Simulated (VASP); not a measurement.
A run of VASP 6.6.1 is set up as follows.

The input INCAR:

```
PREC     = Accurate       # precision mode
ENCUT    = 520            # plane-wave cutoff, eV
EDIFF    = 1E-6           # SCF threshold, eV
ISMEAR   = 1              # smearing method
SIGMA    = 0.1            # smearing width, eV
LREAL    = F              # projectors in reciprocal space
LASPH    = T              # aspherical terms in the spheres
NELM     = 60             # most SCF steps
ALGO     = Normal         # electronic algorithm
ISIF     = 2              # what is computed and relaxed
LWAVE    = F              # write WAVECAR
LCHARG   = F              # write CHGCAR
GGA      = PS             # functional
NBANDS   = 17             # bands
```

Contents of KPOINTS:

```
regular mesh
0
Gamma
  7 7 4
```

File POSCAR:

```
Pt
1.0
    2.6948423881     -0.0071058569     -0.0017598655
   -1.3535908623      2.2876847806      0.0046968274
   -0.0029857734      0.0068094614      4.8879377961
Pt
2
Direct
    0.7286359272      0.3133080514      0.7399556710
    0.2544128968      0.7269539080      0.2192004420
```

Potentials or basis: VASP PAW PBE potentials, release 64 (Pt).

Command:

```bash
$ cat potpaw_PBE.64/Pt/POTCAR > POTCAR
$ mpirun -np 1 vasp_std > vasp.out
```

Problem. What does it give for the largest force?

Solution. 1.240 eV/Å.

Problem. Predict the pressure.

Solution. 5.9 GPa.

Problem. Predict the band gap on the k mesh.

Solution. Zero (band 10 reaches 11.56 eV, above the bottom of band 11 at 10.07 eV).

Forces in eV/Å, atoms in the order of the input:
```
Pt   0.077 -0.257 -1.211
Pt  -0.077  0.257  1.211
```

Caveat: the k points lie up to 0.39 Å⁻¹ apart; the PAW data sets were made with another functional, which shifts forces and pressure a little; spin-orbit coupling is left out, which moves the levels of the heavy elements.
